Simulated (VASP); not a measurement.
# CrO2 in VASP: a series of runs

CrO2 is run at these levels: PBE; tasks: single point.

Program: VASP 6.6.1. These are calculated values, not measurements. Logs are shortened: lines on timing, memory, paths and dates and some standing lists are left out, and cuts for length are marked.

## (1) The cell of the first run

The structure is tetragonal, space group P4_2/mnm (No. 136). The conventional cell has a = 4.409 Å, b = 4.409 Å, c = 2.914 Å, α = 90.00°, β = 90.00°, γ = 90.00°. Within 2.5 Å of Cr (site symmetry mmm) lie 6 O at 1.89 to 1.91 Å. O (site symmetry m2m) has 3 Cr at 1.89 to 1.91 Å and 1 O at 2.46 Å within 2.5 Å.

## (2) Single point, PBE, collinear spin, ferromagnetic start

The input, INCAR:

```
SYSTEM = CrO2
ALGO     = Normal         ! electronic algorithm
EDIFF    = 1E-6           ! SCF threshold, eV
ENCUT    = 520            ! plane-wave cutoff, eV
GGA      = PE             ! functional
ISIF     = 2              ! what is computed and relaxed
ISMEAR   = 0              ! smearing method
ISPIN    = 2              ! spin polarisation
LASPH    = .True.         ! aspherical terms in the spheres
LCHARG   = .False.        ! write CHGCAR
LMAXMIX  = 4              ! l up to which the mixer works
LORBIT   = 11             ! projections on sites
LREAL    = .False.        ! projectors in reciprocal space
LWAVE    = .False.        ! write WAVECAR
MAGMOM   = 3 3 0 0 0 0    ! initial moments
NBANDS   = 37             ! bands
NELM     = 150            ! most SCF steps
PREC     = Accurate       ! precision mode
SIGMA    = 0.1            ! smearing width, eV
```

The input, KPOINTS:

```
k-points
0
Gamma
  4 4 6
  0 0 0
```

The input, POSCAR:

```
CrO2
1.0
    4.4091917702      0.0000000000      0.0000000000
    0.0000000000      4.4091917702      0.0000000000
    0.0000000000      0.0000000000      2.9138885400
Cr O
2 4
Direct
    0.0000000000      0.0000000000      0.5000000000
    0.5000000000      0.5000000000      0.0000000000
    0.1972570100      0.1972570100      0.0000000000
    0.3027429900      0.6972570100      0.5000000000
    0.8027429900      0.8027429900      0.0000000000
    0.6972570100      0.3027429900      0.5000000000
```

Potentials or basis: VASP PAW PBE potentials, release 64 (Cr_pv, O).

The run is started by

```bash
cat potpaw_PBE.64/Cr_pv/POTCAR potpaw_PBE.64/O/POTCAR > POTCAR
mpirun -np 1 vasp_std > vasp.out
```

OUTCAR:

```text
SYSTEM = CrO2
   EDIFF = 1E-6
   ENCUT = 520
   GGA = PE
   ISIF = 2
   ISMEAR = 0
   ISPIN = 2
   LASPH = .True.
   LORBIT = 11
   LREAL = .False.
   NELM = 150
   PREC = Accurate

 ion  position               nearest neighbor table
   1  0.000  0.000  0.500-   4 1.89   6 1.89   5 1.91   3 1.91   3 1.91   5 1.91
   2  0.500  0.500  0.000-   3 1.89   5 1.89   4 1.91   6 1.91   4 1.91   6 1.91
   3  0.197  0.197  0.000-   2 1.89   1 1.91   1 1.91
   4  0.303  0.697  0.500-   1 1.89   2 1.91   2 1.91
   5  0.803  0.803  0.000-   2 1.89   1 1.91   1 1.91
   6  0.697  0.303  0.500-   1 1.89   2 1.91   2 1.91

  LATTYP: Found a simple tetragonal cell.
 ALAT       =     4.4091917702
 C/A-ratio  =     0.6608668191

  Lattice vectors:

 A1 = (   4.4091917702,   0.0000000000,   0.0000000000)
 A2 = (   0.0000000000,   4.4091917702,   0.0000000000)
 A3 = (   0.0000000000,   0.0000000000,   2.9138885400)

Analysis of symmetry for initial positions (statically):
=====================================================================
 Subroutine PRICEL returns:
 Original cell was already a primitive cell.

 Routine SETGRP: Setting up the symmetry group for a
 simple tetragonal supercell.

 Subroutine GETGRP returns: Found 16 space group operations
 (whereof  8 operations were pure point group operations)
 out of a pool of 16 trial point group operations.

The static configuration has the point symmetry D_2h.
 The point group associated with its full space group is D_4h.

Analysis of symmetry for dynamics (positions and initial velocities):
=====================================================================
 Subroutine PRICEL returns:
 Original cell was already a primitive cell.

 Routine SETGRP: Setting up the symmetry group for a
 simple tetragonal supercell.

 Subroutine GETGRP returns: Found 16 space group operations
 (whereof  8 operations were pure point group operations)
 out of a pool of 16 trial point group operations.

The dynamic configuration has the point symmetry D_2h.
 The point group associated with its full space group is D_4h.

Analysis of structural, dynamic, and magnetic symmetry:
=====================================================================
 Subroutine PRICEL returns:
 Original cell was already a primitive cell.

 Routine SETGRP: Setting up the symmetry group for a
 simple tetragonal supercell.

 Subroutine GETGRP returns: Found 16 space group operations
[... 144 lines left out ...]
  energy-cutoff  :      520.00
  volume of cell :       56.65
 maximum number of plane-waves:      1544
 NGX is ok and might be reduce to    36
   NGX = 17   NGY = 17   NGZ = 11

 number of electron      48.0000006 magnetization       3.9998304

 Free energy of the ion-electron system (eV)
  ---------------------------------------------------
  ext. energy  EPLUGINS =         0.00000000
  ---------------------------------------------------
  free energy    TOTEN  =       -50.33051124 eV

  energy without entropy =      -50.32089456  energy(sigma->0) =      -50.32570290

 E-fermi :   5.7702     XC(G=0): -11.9462

 val. band max:        5.7679874240   @ k =   0.0000   0.0000   0.5000
 cond. band min:       5.8150158546   @ k =   0.5000   0.5000   0.5000
 fundamental gap:      0.0470284306
 Fermi energy:         5.7702454250

 spin component 1

 k-point     1 :       0.0000    0.0000    0.0000
  band No.  band energies     occupation
      1     -39.1722      1.00000
      2     -39.1722      1.00000
      3     -39.0476      1.00000
      4     -39.0476      1.00000
      5     -38.9690      1.00000
      6     -38.9543      1.00000
[... 925 lines left out ...]
     35      17.1378      0.00000
     36      17.1378      0.00000
 Fermi energy:         5.7702454250

 spin component 2

 k-point     1 :       0.0000    0.0000    0.0000
  band No.  band energies     occupation
      1     -37.1680      1.00000
      2     -37.1680      1.00000
      3     -36.8208      1.00000
      4     -36.8208      1.00000
      5     -36.6106      1.00000
      6     -36.5930      1.00000
[... 925 lines left out ...]
     35      17.2610      0.00000
     36      17.2610      0.00000
 [bands above 36 left out]

------------------------ aborting loop because EDIFF is reached ----------------------------------------

  FORCE on cell =-STRESS in cart. coord.  units (eV):
  Direction    XX          YY          ZZ          XY          YZ          ZX
  --------------------------------------------------------------------------------------
  -------------------------------------------------------------------------------------
  Total        1.8379863      1.8379863      1.5987051      0.0000000      0.0000000      0.0000000
  in kB       51.9830730     51.9830730     45.2155721      0.0000000      0.0000000      0.0000000
  external PRESSURE =      49.7272394 kB  Pullay stress =       0.0000000 kB

 VOLUME and BASIS-vectors are now :
 -----------------------------------------------------------------------------
  energy-cutoff  :      520.00
  volume of cell :       56.65
      direct lattice vectors                 reciprocal lattice vectors
     4.409191770  0.000000000  0.000000000     0.226798936  0.000000000  0.000000000
     0.000000000  4.409191770  0.000000000     0.000000000  0.226798936  0.000000000
     0.000000000  0.000000000  2.913888540     0.000000000  0.000000000  0.343184026

 POSITION                                       TOTAL-FORCE (eV/Angst)
 -----------------------------------------------------------------------------------
      0.00000      0.00000      1.45694         0.000000      0.000000      0.000000
      2.20460      2.20460      0.00000         0.000000      0.000000      0.000000
      0.86974      0.86974      0.00000        -0.027254     -0.027254      0.000000
      1.33485      3.07434      1.45694         0.027254     -0.027254      0.000000
      3.53945      3.53945      0.00000         0.027254      0.027254      0.000000
      3.07434      1.33485      1.45694        -0.027254      0.027254      0.000000
 -----------------------------------------------------------------------------------
    total drift:                                0.000000      0.000000      0.000000

  FREE ENERGIE OF THE ION-ELECTRON SYSTEM (eV)
  ---------------------------------------------------
  free  energy   TOTEN  =       -50.3305112419 eV

  energy  without entropy=      -50.3208945632  energy(sigma->0) =      -50.32570290

 total charge

# of ion       s       p       d       tot
------------------------------------------
    1        0.369   6.471   4.037  10.878
    2        0.369   6.471   4.037  10.878
    3        1.572   3.468   0.000   5.041
    4        1.572   3.468   0.000   5.041
    5        1.572   3.468   0.000   5.041
    6        1.572   3.468   0.000   5.041
--------------------------------------------------
tot          7.028  26.815   8.075  41.919

 magnetization (x)

# of ion       s       p       d       tot
------------------------------------------
    1        0.024   0.032   2.034   2.091
    2        0.024   0.032   2.034   2.091
    3       -0.003  -0.068   0.000  -0.071
    4       -0.003  -0.068   0.000  -0.071
    5       -0.003  -0.068   0.000  -0.071
    6       -0.003  -0.068   0.000  -0.071
--------------------------------------------------
tot          0.038  -0.208   4.069   3.899
```

stdout:

```text
POSCAR found type information on POSCAR CrO
 POSCAR found :  2 types and       6 ions
 scaLAPACK will be used
 LDA part: xc-table for (Slater+PW92), standard interpolation
 POSCAR, INCAR and KPOINTS ok, starting setup
 FFT: planning ... GRIDC
 FFT: planning ... GRID_SOFT
 FFT: planning ... GRID
 WAVECAR not read
 entering main loop
```

Run time: 57 s. Hardware: 1 thread of Intel Xeon Platinum 8488C (Sapphire Rapids), shared host; peak memory 0.23 GiB.

Results:

| Quantity | Value |
| --- | --- |
| Free energy | -50.3305 eV |
| Pressure | 5.0 GPa |
| Largest force | 0.039 eV/Å |
| Band gap on the k mesh | zero (filled and empty bands overlap) |
| Net moment | 4.00 μB per cell |
| Site moments | Cr +2.09; O -0.07 μB |
| Valence electrons inside the program's atomic spheres | Cr 10.88; O 5.04 |

Forces on the atoms (eV/Å):
```
Cr   0.000  0.000  0.000
Cr   0.000  0.000  0.000
O   -0.027 -0.027  0.000
O    0.027 -0.027  0.000
O    0.027  0.027  0.000
O   -0.027  0.027  0.000
```

Caveat: the cell stands under pressure; semilocal functionals often make such compounds metallic where correlation or magnetic order opens a gap, which also shifts bond lengths; the run started ferromagnetic, and an antiferromagnetic order may lie lower in energy. With open d or f shells a metallic result of PBE can be an artefact of self-interaction; +U or a hybrid may open a gap.

## (3) Single point, PBE, collinear spin, ferromagnetic start

This run uses another cell than the first one, of 9.61 Å³/atom.

The input, INCAR:

```
PREC = Accurate ; ENCUT = 520
EDIFF = 1E-6 ; ISMEAR = 0
SIGMA = 0.1 ; LREAL = False
LASPH = True ; NELM = 150
ALGO = Normal ; ISIF = 2
LWAVE = False ; LCHARG = False
ISPIN = 2 ; MAGMOM = 1.9 1.9 0 0 0 0
LORBIT = 11 ; LMAXMIX = 4
GGA = PE ; NBANDS = 37
```

The input, KPOINTS:

```
regular mesh
0
Gamma
  4 4 6
```

The input, POSCAR:

```
CrO2
1.0
    4.4407929264      0.0000000000      0.0000000000
    0.0000000000      4.4407929264      0.0000000000
    0.0000000000      0.0000000000      2.9227492896
Cr O
2 4
Direct
    0.0000000000      0.0000000000      0.5000000000
    0.5000000000      0.5000000000      0.0000000000
    0.1967871092      0.1967871092      0.0000000000
    0.3032128908      0.6967871092      0.5000000000
    0.8032128908      0.8032128908      0.0000000000
    0.6967871092      0.3032128908      0.5000000000
```

Potentials or basis: VASP PAW PBE potentials, release 64 (Cr_pv, O).

The run is started by

```bash
cat potpaw_PBE.64/Cr_pv/POTCAR potpaw_PBE.64/O/POTCAR > POTCAR
mpirun -np 1 vasp_std > vasp.out
```

OUTCAR:

```text
PREC = Accurate
   ENCUT = 520
   EDIFF = 1E-6
   ISMEAR = 0
   LREAL = False
   LASPH = True
   NELM = 150
   ISIF = 2
   ISPIN = 2
   LORBIT = 11
   GGA = PE

 ion  position               nearest neighbor table
   1  0.000  0.000  0.500-   4 1.90   6 1.90   5 1.91   3 1.91   3 1.91   5 1.91
   2  0.500  0.500  0.000-   3 1.90   5 1.90   4 1.91   6 1.91   4 1.91   6 1.91
   3  0.197  0.197  0.000-   2 1.90   1 1.91   1 1.91
   4  0.303  0.697  0.500-   1 1.90   2 1.91   2 1.91
   5  0.803  0.803  0.000-   2 1.90   1 1.91   1 1.91
   6  0.697  0.303  0.500-   1 1.90   2 1.91   2 1.91

  LATTYP: Found a simple tetragonal cell.
 ALAT       =     4.4407929264
 C/A-ratio  =     0.6581593283

  Lattice vectors:

 A1 = (   4.4407929264,   0.0000000000,   0.0000000000)
 A2 = (   0.0000000000,   4.4407929264,   0.0000000000)
 A3 = (   0.0000000000,   0.0000000000,   2.9227492896)

Analysis of symmetry for initial positions (statically):
=====================================================================
 Subroutine PRICEL returns:
 Original cell was already a primitive cell.

[... 2085 lines left out ...]
  Total        0.3110099      0.3110099      0.2355506      0.0000000      0.0000000      0.0000000
  in kB        8.6451434      8.6451434      6.5476002      0.0000000      0.0000000      0.0000000
  external PRESSURE =       7.9459624 kB  Pullay stress =       0.0000000 kB

 VOLUME and BASIS-vectors are now :
 -----------------------------------------------------------------------------
  energy-cutoff  :      520.00
  volume of cell :       57.64
      direct lattice vectors                 reciprocal lattice vectors
     4.440792926  0.000000000  0.000000000     0.225185010  0.000000000  0.000000000
     0.000000000  4.440792926  0.000000000     0.000000000  0.225185010  0.000000000
     0.000000000  0.000000000  2.922749290     0.000000000  0.000000000  0.342143612

 POSITION                                       TOTAL-FORCE (eV/Angst)
 -----------------------------------------------------------------------------------
      0.00000      0.00000      1.46137        -0.000000     -0.000000     -0.000000
      2.22040      2.22040      0.00000        -0.000000     -0.000000     -0.000000
      0.87389      0.87389      0.00000        -0.017225     -0.017225     -0.000000
      1.34651      3.09429      1.46137         0.017225     -0.017225     -0.000000
      3.56690      3.56690      0.00000         0.017225      0.017225      0.000000
      3.09429      1.34651      1.46137        -0.017225      0.017225      0.000000
 -----------------------------------------------------------------------------------
    total drift:                                0.000000      0.000000      0.000000

  FREE ENERGIE OF THE ION-ELECTRON SYSTEM (eV)
  ---------------------------------------------------
  free  energy   TOTEN  =       -50.3509501374 eV

  energy  without entropy=      -50.3418252898  energy(sigma->0) =      -50.34638771

 total charge

# of ion       s       p       d       tot
------------------------------------------
    1        0.362   6.455   4.015  10.833
    2        0.362   6.455   4.015  10.833
    3        1.572   3.459   0.000   5.030
    4        1.572   3.459   0.000   5.030
    5        1.572   3.459   0.000   5.030
    6        1.572   3.459   0.000   5.030
--------------------------------------------------
tot          7.012  26.745   8.031  41.787

 magnetization (x)

# of ion       s       p       d       tot
------------------------------------------
    1        0.024   0.031   2.048   2.104
    2        0.024   0.031   2.048   2.104
    3       -0.003  -0.074   0.000  -0.077
    4       -0.003  -0.074   0.000  -0.077
    5       -0.003  -0.074   0.000  -0.077
    6       -0.003  -0.074   0.000  -0.077
--------------------------------------------------
tot          0.038  -0.234   4.096   3.900
```

Run time: 62 s. Hardware: 1 thread of Intel Xeon Platinum 8488C (Sapphire Rapids), shared host; peak memory 0.23 GiB.

What came out:

```
Free energy                                           : -50.3510 eV
Pressure                                              : 0.8 GPa
Largest force                                         : 0.024 eV/Å
Band gap on the k mesh                                : zero (filled and empty bands overlap)
Net moment                                            : 4.00 μB per cell
Site moments                                          : Cr +2.10; O -0.08 μB
Valence electrons inside the program's atomic spheres : Cr 10.83; O 5.03
```

Forces in eV/Å, atoms in the order of the input:
```
Cr   0.000  0.000  0.000
Cr   0.000  0.000  0.000
O   -0.017 -0.017  0.000
O    0.017 -0.017  0.000
O    0.017  0.017  0.000
O   -0.017  0.017  0.000
```

Levels at points of the mesh, in eV from the Fermi level:
Spin up:
| k point | band 22 | band 23 | band 24 | band 25 | band 26 | band 27 | band 28 | band 29 | band 30 | band 31 |
| --- | --- | --- | --- | --- | --- | --- | --- | --- | --- | --- |
| (0.00, 0.00, 0.00) | -1.19 | -1.19 | -1.14 | -1.14 | -1.12 | -0.55 | 1.07 | 1.17 | 3.76 | 3.76 |
| (0.50, 0.00, 0.00) | -1.59 | -0.79 | -0.79 | -0.34 | -0.34 | 0.34 | 0.34 | 3.26 | 3.26 | 3.47 |
| (0.50, 0.50, 0.00) | -2.07 | -1.48 | -1.48 | -1.12 | -1.12 | 0.89 | 0.89 | 2.68 | 2.68 | 3.74 |
| (0.00, 0.00, 0.50) | -2.67 | -0.71 | -0.71 | -0.02 | -0.02 | 0.74 | 0.74 | 2.42 | 2.42 | 2.91 |
| (0.50, 0.00, 0.50) | -1.86 | -1.44 | -1.44 | -0.71 | -0.71 | 0.92 | 0.92 | 1.63 | 1.63 | 4.24 |
| (0.50, 0.50, 0.50) | -1.70 | -0.70 | -0.70 | -0.24 | -0.24 | 0.07 | 0.07 | 2.92 | 2.92 | 2.99 |
Spin down:
| k point | band 18 | band 19 | band 20 | band 21 | band 22 | band 23 | band 24 | band 25 | band 26 | band 27 |
| --- | --- | --- | --- | --- | --- | --- | --- | --- | --- | --- |
| (0.00, 0.00, 0.00) | -3.37 | -1.69 | -1.35 | -1.35 | -0.92 | 0.95 | 0.96 | 1.22 | 1.22 | 1.27 |
| (0.50, 0.00, 0.00) | -4.20 | -2.83 | -2.83 | -1.71 | -1.71 | 1.61 | 1.61 | 1.80 | 1.80 | 2.05 |
| (0.50, 0.50, 0.00) | -3.17 | -2.50 | -2.50 | -2.16 | -2.16 | 0.97 | 0.97 | 1.24 | 1.24 | 2.34 |
| (0.00, 0.00, 0.50) | -3.90 | -3.52 | -3.52 | -2.55 | -2.55 | 1.64 | 1.64 | 2.10 | 2.10 | 2.47 |
| (0.50, 0.00, 0.50) | -3.72 | -3.09 | -3.09 | -2.03 | -2.03 | 0.69 | 0.69 | 2.14 | 2.14 | 2.52 |
| (0.50, 0.50, 0.50) | -3.85 | -2.34 | -2.34 | -1.63 | -1.63 | 1.30 | 1.30 | 1.98 | 1.98 | 2.17 |

Caveat: semilocal functionals often make such compounds metallic where correlation or magnetic order opens a gap, which also shifts bond lengths; the run started ferromagnetic, and an antiferromagnetic order may lie lower in energy. With open d or f shells a metallic result of PBE can be an artefact of self-interaction; +U or a hybrid may open a gap.

(Part 1 of 2 ends here.)

The gap in the log of VASP goes by the Fermi energy; the results here count the filled bands.